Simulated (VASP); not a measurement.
# Pb (Im-3m) in VASP: further runs

Pb is run at these levels: PBE; tasks: single point.

All numbers are computed with VASP 6.6.1; they aren't measurements. Logs are shortened: lines on timing, memory, paths and dates and some standing lists are left out, and cuts for length are marked.

**1. The cell of the first run**

The structure is cubic, space group Im-3m (No. 229). Conventional cell: a = 3.950 Å, b = 3.950 Å, c = 3.950 Å, α = 90.00°, β = 90.00°, γ = 90.00°. Within 4.5 Å of Pb (site symmetry m-3m) lie 14 Pb at 3.42 to 3.95 Å.

**2. Single point, PBE**

The input, INCAR:

```
PREC = Accurate
ENCUT = 500
EDIFF = 1E-6
ISMEAR = 0
SIGMA = 0.05
LREAL = F
LASPH = T
NELM = 120
ALGO = Normal
ISIF = 2
LWAVE = F
LCHARG = T
GGA = PE
LELF = T
LVHAR = T
NBANDS = 13
GGA_COMPAT = F
```

The input, KPOINTS:

```
regular mesh
0
Gamma
  8 8 8
```

The input, POSCAR:

```
Pb
1.0
   -1.9750357180      1.9750357180      1.9750357180
    1.9750357180     -1.9750357180      1.9750357180
    1.9750357180      1.9750357180     -1.9750357180
Pb
1
Direct
    0.0000000000      0.0000000000      0.0000000000
```

Potentials or basis: VASP PAW PBE potentials, release 64 (Pb_d).

Launch:

```console
$ cat potpaw_PBE.64/Pb_d/POTCAR > POTCAR
$ mpirun -np 1 vasp_std > vasp.out
```

OUTCAR:

```text
PREC = Accurate
   ENCUT = 500
   EDIFF = 1E-6
   ISMEAR = 0
   LREAL = F
   LASPH = T
   NELM = 120
   ISIF = 2
   GGA = PE

 ion  position               nearest neighbor table
   1  0.000  0.000  0.000-

  LATTYP: Found a body centered cubic cell.
 ALAT       =     3.9500714360

  Lattice vectors:

 A1 = (  -1.9750357180,   1.9750357180,   1.9750357180)
 A2 = (   1.9750357180,  -1.9750357180,   1.9750357180)
 A3 = (   1.9750357180,   1.9750357180,  -1.9750357180)

Analysis of symmetry for initial positions (statically):
=====================================================================
 Subroutine PRICEL returns:
 Original cell was already a primitive cell.

 Routine SETGRP: Setting up the symmetry group for a
 body centered cubic supercell.

 Subroutine GETGRP returns: Found 48 space group operations
 (whereof 48 operations were pure point group operations)
 out of a pool of 48 trial point group operations.

The static configuration has the point symmetry O_h .

Analysis of symmetry for dynamics (positions and initial velocities):
=====================================================================
 Subroutine PRICEL returns:
 Original cell was already a primitive cell.

 Routine SETGRP: Setting up the symmetry group for a
 body centered cubic supercell.

 Subroutine GETGRP returns: Found 48 space group operations
 (whereof 48 operations were pure point group operations)
 out of a pool of 48 trial point group operations.

The dynamic configuration has the point symmetry O_h .

 Subroutine INISYM returns: Found 48 space group operations
 (whereof 48 operations are pure point group operations),
 and found     1 'primitive' translations

----------------------------------------------------------------------------------------

                                     Primitive cell

  volume of cell :      30.8166

  direct lattice vectors                    reciprocal lattice vectors
    -1.975035718  1.975035718  1.975035718     0.000000000  0.253159979  0.253159979
     1.975035718 -1.975035718  1.975035718     0.253159979  0.000000000  0.253159979
     1.975035718  1.975035718 -1.975035718     0.253159979  0.253159979  0.000000000

  length of vectors
     3.420862210  3.420862210  3.420862210     0.358022275  0.358022275  0.358022275

  position of ions in fractional coordinates (direct lattice)
     0.000000000  0.000000000  0.000000000

  ion indices of the primitive-cell ions
   primitive index   ion index
                 1           1

----------------------------------------------------------------------------------------

 KPOINTS: regular mesh

Automatic generation of k-mesh.
 Grid dimensions read from file:
 generate k-points for:    8    8    8

 Generating k-lattice:

  Cartesian coordinates                     Fractional coordinates (reciprocal lattice)
     0.000000000  0.031644997  0.031644997     0.125000000  0.000000000  0.000000000
     0.031644997  0.000000000  0.031644997     0.000000000  0.125000000  0.000000000
     0.031644997  0.031644997  0.000000000     0.000000000  0.000000000  0.125000000

  Length of vectors
     0.044752784  0.044752784  0.044752784

  Shift w.r.t. Gamma in fractional coordinates (k-lattice)
     0.000000000  0.000000000  0.000000000

 Subroutine IBZKPT returns following result:
 ===========================================

 Found     29 irreducible k-points:

 Following reciprocal coordinates:
            Coordinates               Weight
  0.000000  0.000000  0.000000      1.000000
  0.125000  0.000000  0.000000     12.000000
  0.250000  0.000000  0.000000     12.000000
  0.375000  0.000000  0.000000     12.000000
  0.500000  0.000000  0.000000      6.000000
  0.125000  0.125000  0.000000     24.000000
[... 16 lines left out ...]
 -0.250000  0.250000  0.250000      6.000000
 -0.375000  0.375000  0.250000     24.000000
 [... further k-points ...]
   k-points           NKPTS =     29   k-points in BZ     NKDIM =     29   number of bands    NBANDS=     13
   number of dos      NEDOS =    301   number of ions     NIONS =      1
   total plane-waves  NPLWV =  21952
   dimension x,y,z NGX =    28 NGY =   28 NGZ =   28
   dimension x,y,z NGXF=    56 NGYF=   56 NGZF=   56
   ions per type =               1
   NGX,Y,Z   is equivalent  to a cutoff of  13.61, 13.61, 13.61 a.u.
   NGXF,Y,Z  is equivalent  to a cutoff of  27.21, 27.21, 27.21 a.u.
 SYSTEM =  unknown system
   PREC   = accura    normal or accurate (medium, high low for compatibility)
   ISTART =      0    job   : 0-new  1-cont  2-samecut
   ICHARG =      2    charge: 1-file 2-atom 10-const
   ISPIN  =      1    spin polarized calculation?
   LNONCOLLINEAR =      F non collinear calculations
   LSORBIT =      F    spin-orbit coupling
   LASPH  =      T    aspherical Exc in radial PAW
   ENCUT  =  500.0 eV  36.75 Ry    6.06 a.u.   6.24  6.24  6.24*2*pi/ulx,y,z
   NELM   =    120;   NELMIN=  2; NELMDL= -5     # of ELM steps
   EDIFF  = 0.1E-05   stopping-criterion for ELM
   LREAL  =      F    real-space projection
   EDIFFG = 0.1E-04   stopping-criterion for IOM
   NSW    =      0    number of steps for IOM
   IBRION =     -1    ionic relax: 0-MD 1-quasi-New 2-CG
   NFREE  =      0    steps in history (QN), initial steepest desc. (CG)
   ISIF   =      2    stress and relaxation
   ISYM   =      2    0-nonsym 1-usesym 2-fastsym
   POTIM  = 0.5000    time-step for ionic-motion
   TEBEG  =    0.0;   TEEND  =   0.0 temperature during run
   PSTRESS=    0.0 pullay stress
   NELECT =      14.0000    total number of electrons
   NUPDOWN=      -1.0000    fix difference up-down
   EMIN   =  10.00;   EMAX   =-10.00  energy-range for DOS
   EFERMI =   0.00;   METHOD = LEGACY
   ISMEAR =     0;   SIGMA  =   0.05  broadening in eV -4-tet -1-fermi 0-gaus
   EFERMI_NEDOS =   21; number of points for ismear=-14 and -15
   IALGO  =     38    algorithm
   IMIX   =      4    mixing-type and parameters
     AMIX     =   0.40;   BMIX     =  1.00
     AMIX_MAG =   1.60;   BMIX_MAG =  1.00
  volume/ion in A,a.u.               =      30.82       207.96
  Fermi-wavevector in a.u.,A,eV,Ry     =   1.258508  2.378235 21.549475  1.583842
  Thomas-Fermi vector in A             =   2.392114
   LORBIT       =      0    0 simple, 1 ext, 2 COOP (PROOUT), +10 PAW based schemes
   GGA     = PE    functional components
   LHFCALC =     F    Hartree Fock is set to
   AEXX    =    0.0000 exact exchange contribution
   IVDW    =     0    specifies the selected vdW correction
   LEPSILON=     F    determine dielectric tensor
   LRPA    =     F    only Hartree local field effects (RPA)
 non-spin polarized calculation
 Gauss-broadening in eV      SIGMA  =   0.05
  energy-cutoff  :      500.00
  volume of cell :       30.82
 maximum number of plane-waves:       798
 NGX is ok and might be reduce to    28
   NGX = 13   NGY = 13   NGZ = 13

 number of electron      14.0000003 magnetization

 Free energy of the ion-electron system (eV)
  ---------------------------------------------------
  ext. energy  EPLUGINS =         0.00000000
  ---------------------------------------------------
  free energy    TOTEN  =        -3.53987571 eV

  energy without entropy =       -3.53922902  energy(sigma->0) =       -3.53955236

 E-fermi :   7.1432     XC(G=0): -10.1098

 val. band max:        7.1357732364   @ k =   0.5000   0.5000   0.3750
 cond. band min:       7.3101386970   @ k =   0.1250   0.1250   0.1250
 fundamental gap:      0.1743654605
 Fermi energy:         7.1432129258

 k-point     1 :       0.0000    0.0000    0.0000
  band No.  band energies     occupation
      1     -10.0098      2.00000
      2     -10.0098      2.00000
      3     -10.0098      2.00000
      4      -9.7804      2.00000
      5      -9.7804      2.00000
      6      -4.5450      2.00000
      7      14.6059      0.00000
      8      14.6059      0.00000
      9      14.6059      0.00000
     10      18.1916      0.00000
     11      18.1916      0.00000
     12      18.1916      0.00000
     13      18.7301      0.00000

 k-point     2 :       0.1250    0.0000    0.0000
  band No.  band energies     occupation
      1     -10.0217      2.00000
      2      -9.9960      2.00000
      3      -9.9577      2.00000
      4      -9.7931      2.00000
      5      -9.7815      2.00000
      6      -4.2321      2.00000
      7      11.9805      0.00000
      8      13.6716      0.00000
      9      14.1977      0.00000
     10      16.7665      0.00000
     11      17.5211      0.00000
     12      18.0414      0.00000
     13      20.0471      0.00000

 k-point     3 :       0.2500    0.0000    0.0000
  band No.  band energies     occupation
      1     -10.0503      2.00000
      2      -9.9795      2.00000
      3      -9.8290      2.00000
      4      -9.8114      2.00000
      5      -9.7842      2.00000
      6      -3.3006      2.00000
      7       8.1656      0.00000
      8      12.1052      0.00000
      9      13.2722      0.00000
     10      15.4991      0.00000
     11      16.6840      0.00000
     12      18.6627      0.00000
     13      20.7065      0.00000
[... 305 lines left out ...]
 k-point    23 :      -0.2500    0.2500    0.2500
  band No.  band energies     occupation
      1      -9.9181      2.00000
      2      -9.8751      2.00000
      3      -9.8751      2.00000
      4      -9.8423      2.00000
      5      -9.8394      2.00000
      6      -2.1031      2.00000
      7       8.1781      0.00000
      8       9.6710      0.00000
      9       9.6710      0.00000
     10      13.4479      0.00000
     11      20.3171      0.00000
     12      20.3171      0.00000
     13      20.6632      0.00000

 k-point    24 :      -0.3750    0.3750    0.2500
  band No.  band energies     occupation
      1      -9.9668      2.00000
      2      -9.9005      2.00000
      3      -9.8806      2.00000
      4      -9.8089      2.00000
      5      -9.7165      2.00000
      6      -0.7570      2.00000
      7       5.9353      2.00000
      8       8.5917      0.00000
      9       9.2944      0.00000
     10      13.4999      0.00000
     11      17.7332      0.00000
     12      20.0666      0.00000
     13      20.1127      0.00000

 [... further k-points ...]
[... 5 lines left out ...]
  --------------------------------------------------------------------------------------
  -------------------------------------------------------------------------------------
  Total        0.3032716      0.3032716      0.3032716      0.0000000      0.0000000     -0.0000000
  in kB       15.7673026     15.7673026     15.7673026      0.0000000      0.0000000     -0.0000000
  external PRESSURE =      15.7673026 kB  Pullay stress =       0.0000000 kB

 VOLUME and BASIS-vectors are now :
 -----------------------------------------------------------------------------
  energy-cutoff  :      500.00
  volume of cell :       30.82
      direct lattice vectors                 reciprocal lattice vectors
    -1.975035718  1.975035718  1.975035718     0.000000000  0.253159979  0.253159979
     1.975035718 -1.975035718  1.975035718     0.253159979  0.000000000  0.253159979
     1.975035718  1.975035718 -1.975035718     0.253159979  0.253159979  0.000000000

 POSITION                                       TOTAL-FORCE (eV/Angst)
 -----------------------------------------------------------------------------------
      0.00000      0.00000      0.00000        -0.000000     -0.000000      0.000000
 -----------------------------------------------------------------------------------
    total drift:                               -0.000000     -0.000000     -0.000000

  FREE ENERGIE OF THE ION-ELECTRON SYSTEM (eV)
  ---------------------------------------------------
  free  energy   TOTEN  =        -3.5398757055 eV

  energy  without entropy=       -3.5392290157  energy(sigma->0) =       -3.53955236
```

Wall time 6.3 s (1 thread of Intel Xeon 6975P-C (Granite Rapids), shared host); peak memory 0.15 GiB.

What came out:

```yaml
Free_energy: -3.5399 eV
Pressure: 1.6 GPa
Band_gap_on_the_k_mesh: zero (band 7 reaches 14.61 eV, above the bottom of band 8 at 5.23 eV)
```

Levels at points of the mesh, in eV from the Fermi level:
```
           k point  band 5  band 6  band 7  band 8  band 9  band 10
(0.00, 0.00, 0.00)  -16.92  -11.69    7.46    7.46    7.46    11.05
(0.50, 0.00, 0.00)  -16.78   -7.92   -4.01    3.38    5.07     7.44
(0.50, 0.50, 0.50)  -16.82   -5.26   -0.39   -0.39   -0.39     4.52
```

Caveat: spin-orbit coupling is left out, which moves the levels of the heavy elements.

**3. Single point, PBE**

This run uses another cell than the first one, of 31.94 Å³/atom, 1.037 times its volume.

The input, INCAR:

```
SYSTEM = Pb
PREC     = Accurate       ! precision mode
ENCUT    = 500            ! plane-wave cutoff, eV
EDIFF    = 1E-6           ! SCF threshold, eV
ISMEAR   = 0              ! smearing method
SIGMA    = 0.05           ! smearing width, eV
LREAL    = .FALSE.        ! projectors in reciprocal space
LASPH    = .TRUE.         ! aspherical terms in the spheres
NELM     = 120            ! most SCF steps
ALGO     = Normal         ! electronic algorithm
ISIF     = 2              ! what is computed and relaxed
LWAVE    = .FALSE.        ! write WAVECAR
LCHARG   = .TRUE.         ! write CHGCAR
GGA      = PE             ! functional
LELF     = .TRUE.         ! ELF
LVHAR    = .TRUE.       
NBANDS   = 13             ! bands
GGA_COMPAT= .FALSE.
```

The input, KPOINTS:

```
Automatic mesh
0
G
  8 8 8
  0 0 0
```

The input, POSCAR:

```
Pb
1.0
   -1.9988182804      1.9988182804      1.9988182804
    1.9988182804     -1.9988182804      1.9988182804
    1.9988182804      1.9988182804     -1.9988182804
Pb
1
Direct
    0.0000000000      0.0000000000      0.0000000000
```

Potentials or basis: VASP PAW PBE potentials, release 64 (Pb_d).

Launch:

```console
$ cat potpaw_PBE.64/Pb_d/POTCAR > POTCAR
$ mpirun -np 1 vasp_std > vasp.out
```

Run time: 8.2 s. Hardware: 1 thread of Intel Xeon 6975P-C (Granite Rapids), shared host; peak memory 0.15 GiB.

Results (log left out):

```
Free energy            : -3.5455 eV
Pressure               : -0.1 GPa
Band gap on the k mesh : zero (band 7 reaches 13.90 eV, above the bottom of band 8 at 4.93 eV)
```

Levels at points of the mesh, in eV from the Fermi level:
```csv
k point,band 4,band 5,band 6,band 7,band 8,band 9,band 10,band 11
"(0.00, 0.00, 0.00)",-16.94,-16.94,-11.48,7.13,7.13,7.13,10.97,10.97
"(0.50, 0.00, 0.00)",-16.95,-16.82,-7.92,-3.87,3.24,4.93,7.22,8.66
"(0.50, 0.50, 0.50)",-16.85,-16.85,-5.44,-0.38,-0.38,-0.38,4.46,4.46
```

Caveat: spin-orbit coupling is left out, which moves the levels of the heavy elements.
